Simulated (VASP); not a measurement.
# LiF (P6_3mc) in VASP: a series of runs

The runs below take LiF through single point, with LDA.

Everything below comes from runs of VASP 6.6.1. Logs are shortened: lines on timing, memory, paths and dates and some standing lists are left out, and cuts for length are marked.

## Step 1: The cell of the first run

Symmetry: P6_3mc, No. 186, hexagonal system. The conventional cell has a = 3.115 Å, b = 3.115 Å, c = 4.407 Å, α = 90.00°, β = 90.00°, γ = 120.00°. Within 2.1 Å of Li (site symmetry 3m) lie 4 F at 1.57 to 1.91 Å. Within 2.1 Å of F (site symmetry 3m) lie 4 Li at 1.57 to 1.91 Å.

## Step 2: Single point, LDA (c/a of the conventional cell at fixed volume 1.4146)

File INCAR:

```
PREC = Accurate
ENCUT = 520
EDIFF = 1E-6
ISMEAR = 0
SIGMA = 0.05
LREAL = F
LASPH = T
NELM = 80
ALGO = Normal
ISIF = 2
LWAVE = F
LCHARG = T
GGA = CA
LELF = T
LVHAR = T
NBANDS = 18
```

File KPOINTS:

```
regular mesh
0
Gamma
  9 9 6
```

File POSCAR:

```
LiF
1.0
    3.1154738578      0.0000000000      0.0000000000
   -1.5577369289      2.6980795057      0.0000000000
    0.0000000000      0.0000000000      4.4071493192
Li F
2 2
Direct
    0.3333333333      0.6666666667      0.3465456496
    0.6666666667      0.3333333333      0.8465456496
    0.3333333333      0.6666666667      0.9910195924
    0.6666666667      0.3333333333      0.4910195924
```

Potentials or basis: VASP PAW LDA potentials, release 64 (Li_sv, F).

Launch:

```bash
cat potpaw_LDA.64/Li_sv/POTCAR potpaw_LDA.64/F/POTCAR > POTCAR
mpirun -np 1 vasp_std > vasp.out
```

OUTCAR:

```text
PREC = Accurate
   ENCUT = 520
   EDIFF = 1E-6
   ISMEAR = 0
   LREAL = F
   LASPH = T
   NELM = 80
   ISIF = 2
   GGA = CA

 ion  position               nearest neighbor table
   1  0.333  0.667  0.347-   3 1.57   4 1.91   4 1.91   4 1.91
   2  0.667  0.333  0.847-   4 1.57   3 1.91   3 1.91   3 1.91
   3  0.333  0.667  0.991-   1 1.57   2 1.91   2 1.91   2 1.91
   4  0.667  0.333  0.491-   2 1.57   1 1.91   1 1.91   1 1.91

  LATTYP: Found a hexagonal cell.
 ALAT       =     3.1154738578
 C/A-ratio  =     1.4146000000

  Lattice vectors:

 A1 = (   3.1154738578,   0.0000000000,   0.0000000000)
 A2 = (  -1.5577369289,   2.6980795057,   0.0000000000)
 A3 = (   0.0000000000,   0.0000000000,   4.4071493192)

Analysis of symmetry for initial positions (statically):
=====================================================================
 Subroutine PRICEL returns:
 Original cell was already a primitive cell.

 Routine SETGRP: Setting up the symmetry group for a
 hexagonal supercell.

 Subroutine GETGRP returns: Found 12 space group operations
 (whereof  6 operations were pure point group operations)
 out of a pool of 24 trial point group operations.

The static configuration has the point symmetry C_3v.
 The point group associated with its full space group is C_6v.

Analysis of symmetry for dynamics (positions and initial velocities):
=====================================================================
 Subroutine PRICEL returns:
 Original cell was already a primitive cell.

 Routine SETGRP: Setting up the symmetry group for a
 hexagonal supercell.

 Subroutine GETGRP returns: Found 12 space group operations
 (whereof  6 operations were pure point group operations)
 out of a pool of 24 trial point group operations.

The dynamic configuration has the point symmetry C_3v.
 The point group associated with its full space group is C_6v.

 Subroutine INISYM returns: Found 12 space group operations
 (whereof  6 operations are pure point group operations),
 and found     1 'primitive' translations

----------------------------------------------------------------------------------------

                                     Primitive cell

  volume of cell :      37.0456

  direct lattice vectors                    reciprocal lattice vectors
     3.115473858  0.000000000  0.000000000     0.320978460  0.185317000  0.000000000
    -1.557736929  2.698079506  0.000000000     0.000000000  0.370634000  0.000000000
     0.000000000  0.000000000  4.407149319     0.000000000  0.000000000  0.226904043

  length of vectors
     3.115473858  3.115473858  4.407149319     0.370634000  0.370634000  0.226904043

  position of ions in fractional coordinates (direct lattice)
     0.333333333  0.666666667  0.346545650
     0.666666667  0.333333333  0.846545650
     0.333333333  0.666666667  0.991019592
     0.666666667  0.333333333  0.491019592

  ion indices of the primitive-cell ions
   primitive index   ion index
                 1           1
                 2           2
                 3           3
                 4           4

----------------------------------------------------------------------------------------

 KPOINTS: regular mesh

Automatic generation of k-mesh.
 Grid dimensions read from file:
 generate k-points for:    9    9    6

 Generating k-lattice:

  Cartesian coordinates                     Fractional coordinates (reciprocal lattice)
     0.035664273  0.020590778  0.000000000     0.111111111  0.000000000  0.000000000
     0.000000000  0.041181556  0.000000000     0.000000000  0.111111111  0.000000000
     0.000000000  0.000000000  0.037817341     0.000000000  0.000000000  0.166666667

  Length of vectors
     0.041181556  0.041181556  0.037817341

  Shift w.r.t. Gamma in fractional coordinates (k-lattice)
     0.000000000  0.000000000  0.000000000

 Subroutine IBZKPT returns following result:
 ===========================================

 Found     48 irreducible k-points:

 Following reciprocal coordinates:
            Coordinates               Weight
  0.000000  0.000000  0.000000      1.000000
  0.111111  0.000000  0.000000      6.000000
  0.222222  0.000000  0.000000      6.000000
  0.333333  0.000000  0.000000      6.000000
  0.444444  0.000000  0.000000      6.000000
  0.111111  0.111111  0.000000      6.000000
[... 16 lines left out ...]
  0.333333  0.222222  0.166667     24.000000
  0.333333  0.333333  0.166667      4.000000
 [... further k-points ...]
   k-points           NKPTS =     48   k-points in BZ     NKDIM =     48   number of bands    NBANDS=     18
   number of dos      NEDOS =    301   number of ions     NIONS =      4
   total plane-waves  NPLWV =  20736
   dimension x,y,z NGX =    24 NGY =   24 NGZ =   36
   dimension x,y,z NGXF=    48 NGYF=   48 NGZF=   72
   ions per type =               2   2
   NGX,Y,Z   is equivalent  to a cutoff of  12.81, 12.81, 13.58 a.u.
   NGXF,Y,Z  is equivalent  to a cutoff of  25.61, 25.61, 27.16 a.u.
 SYSTEM =  unknown system
   PREC   = accura    normal or accurate (medium, high low for compatibility)
   ISTART =      0    job   : 0-new  1-cont  2-samecut
   ICHARG =      2    charge: 1-file 2-atom 10-const
   ISPIN  =      1    spin polarized calculation?
   LNONCOLLINEAR =      F non collinear calculations
   LSORBIT =      F    spin-orbit coupling
   LASPH  =      T    aspherical Exc in radial PAW
   ENCUT  =  520.0 eV  38.22 Ry    6.18 a.u.   5.79  5.79  8.19*2*pi/ulx,y,z
   NELM   =     80;   NELMIN=  2; NELMDL= -5     # of ELM steps
   EDIFF  = 0.1E-05   stopping-criterion for ELM
   LREAL  =      F    real-space projection
   EDIFFG = 0.1E-04   stopping-criterion for IOM
   NSW    =      0    number of steps for IOM
   IBRION =     -1    ionic relax: 0-MD 1-quasi-New 2-CG
   NFREE  =      0    steps in history (QN), initial steepest desc. (CG)
   ISIF   =      2    stress and relaxation
   ISYM   =      2    0-nonsym 1-usesym 2-fastsym
   POTIM  = 0.5000    time-step for ionic-motion
   TEBEG  =    0.0;   TEEND  =   0.0 temperature during run
   PSTRESS=    0.0 pullay stress
   NELECT =      20.0000    total number of electrons
   NUPDOWN=      -1.0000    fix difference up-down
   EMIN   =  10.00;   EMAX   =-10.00  energy-range for DOS
   EFERMI =   0.00;   METHOD = LEGACY
   ISMEAR =     0;   SIGMA  =   0.05  broadening in eV -4-tet -1-fermi 0-gaus
   EFERMI_NEDOS =   21; number of points for ismear=-14 and -15
   IALGO  =     38    algorithm
   IMIX   =      4    mixing-type and parameters
     AMIX     =   0.40;   BMIX     =  1.00
     AMIX_MAG =   1.60;   BMIX_MAG =  1.00
  volume/ion in A,a.u.               =       9.26        62.50
  Fermi-wavevector in a.u.,A,eV,Ry     =   1.333028  2.519058 24.177060  1.776964
  Thomas-Fermi vector in A             =   2.461918
   LORBIT       =      0    0 simple, 1 ext, 2 COOP (PROOUT), +10 PAW based schemes
   GGA     = CA    functional components
   LHFCALC =     F    Hartree Fock is set to
   AEXX    =    0.0000 exact exchange contribution
   IVDW    =     0    specifies the selected vdW correction
   LEPSILON=     F    determine dielectric tensor
   LRPA    =     F    only Hartree local field effects (RPA)
 non-spin polarized calculation
 Gauss-broadening in eV      SIGMA  =   0.05
  energy-cutoff  :      520.00
  volume of cell :       37.05
 maximum number of plane-waves:      1012
 NGX is ok and might be reduce to    24
   NGX = 11   NGY = 11   NGZ = 17

 number of electron      19.9999976 magnetization

 Free energy of the ion-electron system (eV)
  ---------------------------------------------------
  ext. energy  EPLUGINS =         0.00000000
  ---------------------------------------------------
  free energy    TOTEN  =       -20.34705912 eV

  energy without entropy =      -20.34705912  energy(sigma->0) =      -20.34705912

 E-fermi :  -2.2594     XC(G=0):  -9.8314

 val. band max:       -2.5620551559   @ k =   0.1111   0.0000   0.0000
 cond. band min:       5.2884997013   @ k =   0.0000   0.0000   0.0000
 fundamental gap:      7.8505548572
 Fermi energy:        -2.2594442801

 k-point     1 :       0.0000    0.0000    0.0000
  band No.  band energies     occupation
      1     -41.5682      2.00000
      2     -41.4667      2.00000
      3     -21.5782      2.00000
      4     -21.3569      2.00000
      5      -4.7283      2.00000
      6      -3.1621      2.00000
[... 10 lines left out ...]
     17      16.9392      0.00000
     18      20.5391      0.00000

 k-point     2 :       0.1111    0.0000    0.0000
  band No.  band energies     occupation
      1     -41.5630      2.00000
      2     -41.4668      2.00000
      3     -21.5612      2.00000
      4     -21.3505      2.00000
      5      -4.6933      2.00000
      6      -3.2772      2.00000
[... 10 lines left out ...]
     17      17.1594      0.00000
     18      19.0451      0.00000

 k-point     3 :       0.2222    0.0000    0.0000
  band No.  band energies     occupation
      1     -41.5487      2.00000
      2     -41.4680      2.00000
      3     -21.5143      2.00000
      4     -21.3367      2.00000
      5      -4.6257      2.00000
      6      -3.6205      2.00000
[... 10 lines left out ...]
     17      17.0754      0.00000
     18      17.9726      0.00000

 k-point     4 :       0.3333    0.0000    0.0000
  band No.  band energies     occupation
      1     -41.5301      2.00000
      2     -41.4718      2.00000
      3     -21.4537      2.00000
      4     -21.3275      2.00000
      5      -4.6890      2.00000
      6      -3.8869      2.00000
[... 10 lines left out ...]
     17      16.4950      0.00000
     18      18.7002      0.00000

 k-point     5 :       0.4444    0.0000    0.0000
  band No.  band energies     occupation
      1     -41.5146      2.00000
      2     -41.4775      2.00000
      3     -21.4032      2.00000
      4     -21.3308      2.00000
      5      -4.8746      2.00000
      6      -3.8867      2.00000
[... 10 lines left out ...]
     17      16.2582      0.00000
     18      19.1968      0.00000

 k-point     6 :       0.1111    0.1111    0.0000
  band No.  band energies     occupation
      1     -41.5531      2.00000
      2     -41.4675      2.00000
      3     -21.5290      2.00000
      4     -21.3405      2.00000
      5      -4.6337      2.00000
      6      -3.5629      2.00000
[... 10 lines left out ...]
     17      17.4816      0.00000
     18      18.6058      0.00000

 k-point     7 :       0.2222    0.1111    0.0000
  band No.  band energies     occupation
      1     -41.5366      2.00000
      2     -41.4701      2.00000
      3     -21.4750      2.00000
      4     -21.3290      2.00000
      5      -4.5764      2.00000
      6      -4.0259      2.00000
[... 10 lines left out ...]
     17      17.5333      0.00000
     18      18.2328      0.00000

 k-point     8 :       0.3333    0.1111    0.0000
  band No.  band energies     occupation
      1     -41.5188      2.00000
      2     -41.4756      2.00000
      3     -21.4180      2.00000
      4     -21.3269      2.00000
      5      -4.7432      2.00000
      6      -4.1208      2.00000
[... 10 lines left out ...]
     17      16.8800      0.00000
     18      18.9257      0.00000
[... 229 lines left out ...]
     17      17.6212      0.00000
     18      18.6013      0.00000

 k-point    20 :       0.3333    0.1111    0.1667
  band No.  band energies     occupation
      1     -41.5158      2.00000
      2     -41.4785      2.00000
      3     -21.4148      2.00000
      4     -21.3362      2.00000
      5      -4.6850      2.00000
      6      -4.0944      2.00000
[... 10 lines left out ...]
     17      17.1346      0.00000
     18      19.1204      0.00000

 k-point    21 :       0.4444    0.1111    0.1667
  band No.  band energies     occupation
      1     -41.5073      2.00000
      2     -41.4820      2.00000
      3     -21.3872      2.00000
      4     -21.3397      2.00000
      5      -4.8150      2.00000
      6      -3.9623      2.00000
[... 10 lines left out ...]
     17      16.8560      0.00000
     18      19.3639      0.00000

 k-point    22 :       0.2222    0.2222    0.1667
  band No.  band energies     occupation
      1     -41.5172      2.00000
      2     -41.4779      2.00000
      3     -21.4201      2.00000
      4     -21.3348      2.00000
      5      -4.4488      2.00000
      6      -4.3881      2.00000
[... 10 lines left out ...]
     17      18.0244      0.00000
     18      19.0308      0.00000

 k-point    23 :       0.3333    0.2222    0.1667
  band No.  band energies     occupation
      1     -41.5037      2.00000
      2     -41.4839      2.00000
      3     -21.3793      2.00000
      4     -21.3386      2.00000
      5      -4.7195      2.00000
      6      -4.1862      2.00000
[... 10 lines left out ...]
     17      17.5188      0.00000
     18      19.1948      0.00000

 k-point    24 :       0.3333    0.3333    0.1667
  band No.  band energies     occupation
      1     -41.4925      2.00000
      2     -41.4925      2.00000
      3     -21.3524      2.00000
      4     -21.3524      2.00000
      5      -4.7538      2.00000
      6      -4.0451      2.00000
[... 10 lines left out ...]
     17      16.8256      0.00000
     18      19.1387      0.00000

 [... further k-points ...]

------------------------ aborting loop because EDIFF is reached ----------------------------------------

  FORCE on cell =-STRESS in cart. coord.  units (eV):
  Direction    XX          YY          ZZ          XY          YZ          ZX
  --------------------------------------------------------------------------------------
  -------------------------------------------------------------------------------------
  Total       -1.1371115     -1.1371115      6.3030078      0.0000000      0.0000000      0.0000000
  in kB      -49.1786946    -49.1786946    272.5974607      0.0000000      0.0000000      0.0000000
  external PRESSURE =      58.0800238 kB  Pullay stress =       0.0000000 kB

 VOLUME and BASIS-vectors are now :
 -----------------------------------------------------------------------------
  energy-cutoff  :      520.00
  volume of cell :       37.05
      direct lattice vectors                 reciprocal lattice vectors
     3.115473858  0.000000000  0.000000000     0.320978460  0.185317000  0.000000000
    -1.557736929  2.698079506  0.000000000     0.000000000  0.370634000  0.000000000
     0.000000000  0.000000000  4.407149319     0.000000000  0.000000000  0.226904043

 POSITION                                       TOTAL-FORCE (eV/Angst)
 -----------------------------------------------------------------------------------
     -0.00000      1.79872      1.52728         0.000000      0.000000      2.208479
      1.55774      0.89936      3.73085        -0.000000     -0.000000      2.208479
     -0.00000      1.79872      4.36757         0.000000     -0.000000     -2.208479
      1.55774      0.89936      2.16400        -0.000000     -0.000000     -2.208479
 -----------------------------------------------------------------------------------
    total drift:                               -0.000001     -0.000001     -0.000701

  FREE ENERGIE OF THE ION-ELECTRON SYSTEM (eV)
  ---------------------------------------------------
  free  energy   TOTEN  =       -20.3470591189 eV

  energy  without entropy=      -20.3470591189  energy(sigma->0) =      -20.34705912
```

Run time: 12 s. Hardware: 1 thread of AMD EPYC 9R45 (Zen 5), shared host; peak memory 0.12 GiB.

What came out:

```
Free energy            : -20.3471 eV
Largest force          : 2.208 eV/Å
Band gap on the k mesh : 7.85 eV, indirect (least direct gap 7.87 eV)
```

Forces in eV/Å, atoms in the order of the input:
```
Li   0.000  0.000  2.208
Li   0.000  0.000  2.208
F    0.000  0.000 -2.208
F    0.000  0.000 -2.208
```

Levels at points of the mesh, in eV from the valence-band top:
```tsv
k point	band 7	band 8	band 9	band 10	band 11	band 12	band 13	band 14
(0.00, 0.00, 0.00)	-0.60	-0.04	-0.04	-0.02	7.85	12.78	16.21	18.03
(0.00, 0.00, 0.50)	-0.32	-0.32	-0.32	-0.32	9.58	9.58	18.29	18.29
```

Caveat: the cutoff is under 1.25 times the usual one of these potentials, so pressure, stress and relaxed cells hold a basis-set (Pulay) error; forces of over 1 eV/Å act on the atoms, so gaps and moduli don't describe the material at rest. A k mesh can miss the band edges.

[end of part 1 of 2]
